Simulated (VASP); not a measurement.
Here is a VASP 6.6.1 calculation.

INCAR

```
PREC = Accurate
ENCUT = 520
EDIFF = 1E-6
ISMEAR = 0
SIGMA = 0.15
LREAL = False
LASPH = True
NELM = 80
ALGO = Normal
ISIF = 2
LWAVE = False
LCHARG = False
GGA = PE
NBANDS = 16
```

File KPOINTS:

```
Automatic mesh
0
Gamma
  16 16 16
```

The input POSCAR:

```
AlRu
1.0
    2.9018520000      0.0000000000      0.0000000000
    0.0000000000      2.9018520000      0.0000000000
    0.0000000000      0.0000000000      2.9018520000
Al Ru
1 1
Direct
    0.0000000000      0.0000000000      0.0000000000
    0.5000000000      0.5000000000      0.5000000000
```

Potentials or basis: VASP PAW PBE potentials, release 64 (Al, Ru_pv).

The run is started by

```sh
$ cat potpaw_PBE.64/Al/POTCAR potpaw_PBE.64/Ru_pv/POTCAR > POTCAR
$ mpirun -np 1 vasp_std > vasp.out
```

What does it give for the pressure?

26.6 GPa.

Caveat: the cell differs from its parent crystal (strain -0.030 along x and y, -0.030 along z).
